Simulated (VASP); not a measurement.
# CdS (Fm-3m) in VASP: notebook

The runs below take CdS through single point, with B3LYP, HSE06.

Everything below comes from runs of VASP 6.6.1. Logs are shortened: lines on timing, memory, paths and dates and some standing lists are left out, and cuts for length are marked.

**1. The cell of the first run**

The structure is cubic, space group Fm-3m (No. 225). The conventional cell has a = 5.506 Å, b = 5.506 Å, c = 5.506 Å, α = 90.00°, β = 90.00°, γ = 90.00°. Within 3.6 Å of Cd (site symmetry m-3m) lie 6 S at 2.75 Å. S (site symmetry m-3m) has 6 Cd at 2.75 Å within 3.6 Å.

**2. Single point, B3LYP**

Contents of POSCAR:

```
CdS
1.0
    0.0000000000      2.7532440000      2.7532440000
    2.7532440000      0.0000000000      2.7532440000
    2.7532440000      2.7532440000      0.0000000000
Cd S
1 1
Direct
    0.0000000000      0.0000000000      0.0000000000
    0.5000000000      0.5000000000      0.5000000000
```

Contents of INCAR.step1:

```
PREC     = Accurate       # precision mode
ENCUT    = 520            # plane-wave cutoff, eV
EDIFF    = 1E-5           # SCF threshold, eV
ISMEAR   = -1             # smearing method
SIGMA    = 0.05           # smearing width, eV
LREAL    = F              # projectors in reciprocal space
LASPH    = T              # aspherical terms in the spheres
NELM     = 80             # most SCF steps
ALGO     = Normal         # electronic algorithm
ISIF     = 2              # what is computed and relaxed
LWAVE    = T              # write WAVECAR
LCHARG   = F              # write CHGCAR
NBANDS   = 16             # bands
GGA      = PE             # functional
```

Contents of INCAR.step2:

```
PREC     = Accurate       # precision mode
ENCUT    = 520            # plane-wave cutoff, eV
EDIFF    = 1E-7           # SCF threshold, eV
ISMEAR   = -1             # smearing method
SIGMA    = 0.05           # smearing width, eV
LREAL    = F              # projectors in reciprocal space
LASPH    = T              # aspherical terms in the spheres
NELM     = 80             # most SCF steps
ALGO     = Normal         # electronic algorithm
ISIF     = 2              # what is computed and relaxed
LWAVE    = F              # write WAVECAR
LCHARG   = F              # write CHGCAR
GGA      = B3             # functional
LHFCALC  = T              # exact exchange
AEXX     = 0.2            # exact-exchange fraction
AGGAX    = 0.72         
AGGAC    = 0.81         
ALDAC    = 0.19         
PRECFOCK = Normal       
NBANDS   = 16             # bands
ISTART   = 1
```

Contents of KPOINTS:

```
regular mesh
0
Gamma
  4 4 4
```

Potentials or basis: VASP PAW PBE potentials, release 64 (Cd, S).

Launch:

```
$ cat potpaw_PBE.64/Cd/POTCAR potpaw_PBE.64/S/POTCAR > POTCAR
$ cp INCAR.step1 INCAR
$ mpirun -np 1 vasp_std > vasp.out
$ cp INCAR.step2 INCAR
$ mpirun -np 1 vasp_std > vasp.out
```

OUTCAR:

```text
PREC = Accurate
   ENCUT = 520
   EDIFF = 1E-7
   ISMEAR = -1
   LREAL = F
   LASPH = T
   NELM = 80
   ISIF = 2
   GGA = B3
   LHFCALC = T
   AEXX = 0.2
   PRECFOCK = Normal
   ISTART = 1

 ion  position               nearest neighbor table
   1  0.000  0.000  0.000-   2 2.75   2 2.75   2 2.75   2 2.75   2 2.75   2 2.75
   2  0.500  0.500  0.500-   1 2.75   1 2.75   1 2.75   1 2.75   1 2.75   1 2.75

  LATTYP: Found a face centered cubic cell.
 ALAT       =     5.5064880000

  Lattice vectors:

 A1 = (   0.0000000000,   2.7532440000,   2.7532440000)
 A2 = (   2.7532440000,   0.0000000000,   2.7532440000)
 A3 = (   2.7532440000,   2.7532440000,   0.0000000000)

Analysis of symmetry for initial positions (statically):
=====================================================================
 Subroutine PRICEL returns:
 Original cell was already a primitive cell.

 Routine SETGRP: Setting up the symmetry group for a
 face centered cubic supercell.

 Subroutine GETGRP returns: Found 48 space group operations
 (whereof 48 operations were pure point group operations)
 out of a pool of 48 trial point group operations.

The static configuration has the point symmetry O_h .

Analysis of symmetry for dynamics (positions and initial velocities):
=====================================================================
 Subroutine PRICEL returns:
 Original cell was already a primitive cell.

 Routine SETGRP: Setting up the symmetry group for a
 face centered cubic supercell.

 Subroutine GETGRP returns: Found 48 space group operations
 (whereof 48 operations were pure point group operations)
 out of a pool of 48 trial point group operations.

The dynamic configuration has the point symmetry O_h .

 Subroutine INISYM returns: Found 48 space group operations
 (whereof 48 operations are pure point group operations),
 and found     1 'primitive' translations

----------------------------------------------------------------------------------------

[... 74 lines left out ...]
   NELM   =     80;   NELMIN=  2; NELMDL=  0     # of ELM steps
   EDIFF  = 0.1E-06   stopping-criterion for ELM
   LREAL  =      F    real-space projection
   EDIFFG = 0.1E-05   stopping-criterion for IOM
   NSW    =      0    number of steps for IOM
   IBRION =     -1    ionic relax: 0-MD 1-quasi-New 2-CG
   NFREE  =      0    steps in history (QN), initial steepest desc. (CG)
   ISIF   =      2    stress and relaxation
   ISYM   =      3    0-nonsym 1-usesym 2-fastsym
   POTIM  = 0.5000    time-step for ionic-motion
   TEBEG  =    0.0;   TEEND  =   0.0 temperature during run
   PSTRESS=    0.0 pullay stress
   NELECT =      18.0000    total number of electrons
   NUPDOWN=      -1.0000    fix difference up-down
   EMIN   =  10.00;   EMAX   =-10.00  energy-range for DOS
   EFERMI =   0.00;   METHOD = LEGACY
   ISMEAR =    -1;   SIGMA  =   0.05  broadening in eV -4-tet -1-fermi 0-gaus
   EFERMI_NEDOS =   21; number of points for ismear=-14 and -15
   IALGO  =     38    algorithm
   IMIX   =      1    mixing-type and parameters
     AMIX     =   0.40;   BMIX     =  1.00
     AMIX_MAG =   1.60;   BMIX_MAG =  1.00
  volume/ion in A,a.u.               =      20.87       140.84
  Fermi-wavevector in a.u.,A,eV,Ry     =   1.236833  2.337275 20.813583  1.529755
  Thomas-Fermi vector in A             =   2.371425
   LORBIT       =      0    0 simple, 1 ext, 2 COOP (PROOUT), +10 PAW based schemes
   GGA     = B3    functional components
   LHFCALC =     T    Hartree Fock is set to
   PRECFOCK=normal    Normal, Fast or Accurate (Low or Medium for compatibility)
   ENCUT4O =  -1.0   cutoff for four orbital integrals eV
   NKREDX  =     1    reduce k-point grid by
   NKREDY  =     1    reduce k-point grid by
   NKREDZ  =     1    reduce k-point grid by
   AEXX    =    0.2000 exact exchange contribution
   HFSCREEN=    0.0000 screening length (either q_TF or 0.3 A-1)
   HFSCREENC=   0.0000 screening length for correlation (either q_TF or 0.3 A-1)
   ENCUTFOCK=  -1.0 apply spherical cutoff to Coloumb kernel
   IVDW    =     0    specifies the selected vdW correction
   LEPSILON=     F    determine dielectric tensor
   LRPA    =     F    only Hartree local field effects (RPA)
 non-spin polarized calculation
  energy-cutoff  :      520.00
  volume of cell :       41.74
 maximum number of plane-waves:      1158
 NGX is ok and might be reduce to    30
  NGX = 24; NGY = 24; NGZ = 24

 number of electron      18.0000005 magnetization

 Free energy of the ion-electron system (eV)
  ---------------------------------------------------
  ext. energy  EPLUGINS =         0.00000000
  ---------------------------------------------------
  free energy    TOTEN  =        -6.51042432 eV

  energy without entropy =       -6.51042424  energy(sigma->0) =       -6.51042428

 E-fermi :   2.9177     XC(G=0):  -8.1913

 val. band max:        2.1422381041   @ k =   0.5000   0.0000   0.0000
 cond. band min:       3.6389944109   @ k =   0.5000   0.5000   0.0000
 fundamental gap:      1.4967563067
 Fermi energy:         2.9176901167

 k-point     1 :       0.0000    0.0000    0.0000
  band No.  band energies     occupation
      1     -11.5058      2.00000
      2      -6.5869      2.00000
      3      -6.5869      2.00000
      4      -6.5666      2.00000
      5      -6.5666      2.00000
      6      -6.5666      2.00000
[... 129 lines left out ...]
      3      -6.5518      2.00000
      4      -6.5518      2.00000
      5      -6.3216      2.00000
      6      -5.7830      2.00000
[... 8 lines left out ...]
     15      16.8652      0.00000
     16      18.6985      0.00000

------------------------ aborting loop because EDIFF is reached ----------------------------------------

  FORCE on cell =-STRESS in cart. coord.  units (eV):
  Direction    XX          YY          ZZ          XY          YZ          ZX
  --------------------------------------------------------------------------------------
  -------------------------------------------------------------------------------------
  Total        0.5869432      0.5869432      0.5869432      0.0000000      0.0000000      0.0000000
  in kB       22.5290322     22.5290322     22.5290322      0.0000000      0.0000000      0.0000000
  external PRESSURE =      22.5290322 kB  Pullay stress =       0.0000000 kB

 VOLUME and BASIS-vectors are now :
 -----------------------------------------------------------------------------
  energy-cutoff  :      520.00
  volume of cell :       41.74
      direct lattice vectors                 reciprocal lattice vectors
     0.000000000  2.753244000  2.753244000    -0.181603955  0.181603955  0.181603955
     2.753244000  0.000000000  2.753244000     0.181603955 -0.181603955  0.181603955
     2.753244000  2.753244000  0.000000000     0.181603955  0.181603955 -0.181603955

 POSITION                                       TOTAL-FORCE (eV/Angst)
 -----------------------------------------------------------------------------------
      0.00000      0.00000      0.00000        -0.000000     -0.000000      0.000000
      2.75324      2.75324      2.75324         0.000000      0.000000     -0.000000
 -----------------------------------------------------------------------------------
    total drift:                               -0.000000     -0.000000     -0.000000

  FREE ENERGIE OF THE ION-ELECTRON SYSTEM (eV)
  ---------------------------------------------------
  free  energy   TOTEN  =        -6.5104243199 eV

  energy  without entropy=       -6.5104242379  energy(sigma->0) =       -6.51042428
```

It took 12 min on 1 thread of AMD EPYC 7R13 (Zen 3), shared host; peak memory 0.14 GiB.

What came out:

- Free energy: -6.5104 eV
- Pressure: 2.3 GPa
- Band gap on the k mesh: 1.50 eV (least direct gap 2.91 eV)

Levels at points of the mesh, in eV from the valence-band top:
```
           k point  band 5  band 6  band 7  band 8  band 9  band 10  band 11  band 12  band 13  band 14
(0.00, 0.00, 0.00)   -8.71   -8.71   -0.70   -0.70   -0.70     2.21    10.93    10.93    10.93    13.04
(0.50, 0.00, 0.00)   -8.53   -8.53   -5.09    0.00    0.00     5.06     7.45     7.45     8.35    14.14
(0.50, 0.50, 0.00)   -8.46   -7.73   -4.29   -2.14   -2.14     1.50     7.69    11.61    12.94    12.94
```

Caveat: the k points lie up to 0.49 Å⁻¹ apart; the PAW data sets were made with another functional, which shifts forces and pressure a little.

**3. Single point, HSE06**

POSCAR is that of step 2.

Contents of INCAR.step1:

```
PREC = Accurate
ENCUT = 520
EDIFF = 1E-5
ISMEAR = -1
SIGMA = 0.05
LREAL = False
LASPH = True
NELM = 80
ALGO = Normal
ISIF = 2
LWAVE = True
GGA = PE
NBANDS = 16
```

Contents of INCAR.step2:

```
PREC = Accurate
ENCUT = 520
EDIFF = 1E-6
ISMEAR = -1
SIGMA = 0.05
LREAL = False
LASPH = True
NELM = 80
ALGO = Normal
ISIF = 2
LWAVE = False
LCHARG = True
GGA = PE
LHFCALC = True
HFSCREEN = 0.2079
PRECFOCK = Normal
LELF = True
LVHAR = True
ISTART = 1
NBANDS = 16
```

Contents of KPOINTS:

```
Automatic mesh
0
Gamma
  4 4 4
```

Potentials or basis: VASP PAW PBE potentials, release 64 (Cd, S).

Launch:

```
$ cat potpaw_PBE.64/Cd/POTCAR potpaw_PBE.64/S/POTCAR > POTCAR
$ cp INCAR.step1 INCAR
$ mpirun -np 1 vasp_std > vasp.out
$ cp INCAR.step2 INCAR
$ mpirun -np 1 vasp_std > vasp.out
```

Wall time 9.1 min (1 thread of AMD EPYC 7R13 (Zen 3), shared host); peak memory 0.24 GiB.

It converged, with:

| Item | Value |
| --- | --- |
| Free energy | -7.2877 eV |
| Pressure | -1.5 GPa |
| Band gap on the k mesh | 1.21 eV (least direct gap 2.55 eV) |

Levels at points of the mesh, in eV from the valence-band top:
```
           k point  band 5  band 6  band 7  band 8  band 9  band 10  band 11  band 12  band 13  band 14
(0.00, 0.00, 0.00)   -8.81   -8.81   -0.69   -0.69   -0.69     1.86    10.34    10.34    10.34    12.37
(0.50, 0.00, 0.00)   -8.63   -8.63   -5.14    0.00    0.00     4.46     7.02     7.02     8.21    13.41
(0.50, 0.50, 0.00)   -8.56   -7.82   -4.43   -2.18   -2.18     1.21     6.95    11.17    12.67    12.67
```

Caveat: the k points lie up to 0.49 Å⁻¹ apart; the PAW data sets were made with another functional, which shifts forces and pressure a little. A k mesh can miss the band edges.
